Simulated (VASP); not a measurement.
Set up this calculation in VASP 6.6.1, as the native input.

```yaml
Task: single point
Functional: PBE
Potentials_or_basis: VASP PAW PBE potentials, release 64 (Ga_d, Co)
Cutoff: 520 eV
k_mesh: 8 × 8 × 8
Occupations: fermi-dirac, width 0.05 eV
Spin: collinear spin, ferromagnetic start
Starting_moments: "[0.0, 1.5] μB"
Fixed_moment: 1.5 μB
Dipole_correction: no
Further_INCAR_settings: ALGO = Normal; EDIFF = 1e-07; NBANDS = 22
```

The structure of GaCo lies in POSCAR:

```
GaCo
1.0
    2.8780000000      0.0000000000      0.0000000000
    0.0000000000      2.8780000000      0.0000000000
    0.0000000000      0.0000000000      2.8780000000
Ga Co
1 1
Direct
    0.5000000000      0.5000000000      0.5000000000
    0.0000000000      0.0000000000      0.0000000000
```

These files were run (other wordings do the same):

INCAR

```
SYSTEM = GaCo
  PREC = Accurate
  ENCUT = 520
  EDIFF = 1E-7
  ISMEAR = -1
  SIGMA = 0.05
  LREAL = .False.
  LASPH = .True.
  NELM = 150
  ALGO = Normal
  ISIF = 2
  LWAVE = .False.
  LCHARG = .False.
  ISPIN = 2
  MAGMOM = 0 1.5
  LORBIT = 11
  NUPDOWN = 1.5
  LMAXMIX = 4
  GGA = PE
  NBANDS = 22
```

KPOINTS

```
regular mesh
0
Gamma
  8 8 8
  0 0 0
```

Potentials or basis: VASP PAW PBE potentials, release 64 (Ga_d, Co).

Run with:

```bash
$ cat potpaw_PBE.64/Ga_d/POTCAR potpaw_PBE.64/Co/POTCAR > POTCAR
$ mpirun -np 1 vasp_std > vasp.out
```

Results of the run:

```
Pressure                                              : 10.2 GPa
Net moment                                            : 1.50 μB per cell
Site moments                                          : Ga +0.03; Co +1.43 μB
Valence electrons inside the program's atomic spheres : Ga 11.82; Co 8.31
```

Caveat: the cell stands under pressure; the total moment is fixed, so each spin has its own Fermi level.

It took 35 s on 1 thread of Intel(R) Xeon(R) Platinum 8259CL CPU @ 2.50GHz (Skylake/Cascade Lake) (shared host), peak memory 0.16 GiB.
